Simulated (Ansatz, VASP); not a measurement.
Two plane-wave programs on SiW2

File INCAR:

```
SYSTEM = SiW2
PREC = Accurate
ENCUT = 520
EDIFF = 1E-6
ISMEAR = 0
SIGMA = 0.1
LREAL = .FALSE.
LASPH = .TRUE.
NELM = 100
ALGO = Fast
ISIF = 2
LWAVE = .FALSE.
LCHARG = .FALSE.
GGA = PE
NBANDS = 41
```

The input KPOINTS:

```
regular mesh
0
G
  6 4 2
  0 0 0
```

The input POSCAR:

```
SiW2
1.0
    2.7602773812      0.0000000000      0.0000000000
    0.0000000000      4.1824653865      0.0000000000
   -1.0154580136      0.0000000000      7.9809053857
Si W
2 4
Direct
    0.1403163812      0.7500000000      0.7695510302
    0.8596836188      0.2500000000      0.2304489698
    0.1990024718      0.2500000000      0.5795187588
    0.2942267269      0.7500000000      0.1024221153
    0.8009975282      0.7500000000      0.4204812412
    0.7057732731      0.2500000000      0.8975778847
```

Input for Ansatz:

```yaml
crystal:
  lattice:
    - [2.7602773812, 0.0, 0.0]
    - [0.0, 4.1824653865, 0.0]
    - [-1.0154580136, 0.0, 7.9809053857]
  atoms:
    - { symbol: Si, position: [0.1403163812, 0.75, 0.7695510302] }
    - { symbol: Si, position: [0.8596836188, 0.25, 0.2304489698] }
    - { symbol: W, position: [0.1990024718, 0.25, 0.5795187588] }
    - { symbol: W, position: [0.2942267269, 0.75, 0.1024221153] }
    - { symbol: W, position: [0.8009975282, 0.75, 0.4204812412] }
    - { symbol: W, position: [0.7057732731, 0.25, 0.8975778847] }
basis:
  ecutwfc: 420
kpoints:
  mp_grid: { grid: [6, 4, 2] }
hamiltonian:
  xc: pbe
scf:
  occupations: { method: gaussian, width: 0.1 }
  lower_state_search: "off"
output:
  forces: true
  stress: true
  eigenvalues: true
```

Change from the starting cell: the structure that the rattled cell fell into.

Alike in both runs: task single point; functional PBE; k mesh 6 × 4 × 2; occupations gaussian, width 0.1 eV; no spin polarisation.

```csv
,VASP,Ansatz
version,VASP 6.6.1,Ansatz 0.2.0
potentials or method,"VASP PAW PBE potentials, release 64 (Si, W_sv), cutoff 520 eV","scalar-relativistic, plane waves, PAW"
valence electrons in the cell,64,64
```

Ansatz gave:

```
gap on the k mesh at the Fermi level (eV)                     : none
pressure (GPa)                                                : -0.1
traceless stress, the component that is largest in VASP (GPa) : -1.09
rms of the force components (eV/Å)                            : 0.077
```

Q: Estimate VASP's values.

A: gap on the k mesh at the Fermi level (eV): none; pressure (GPa): 0.2; traceless stress, the component that is largest in VASP (GPa): -1.05; rms of the force components (eV/Å): 0.074.

Atom by atom the forces differ by 0.006 eV/Å (rms over components). A gap of «none» marks a metal or a gap that the smearing closes. With one functional, cell and mesh, what is left measures potentials, basis and numerics.

The k mesh is coarse, so the values compare programs but aren't converged. Neither program's run includes spin-orbit coupling.
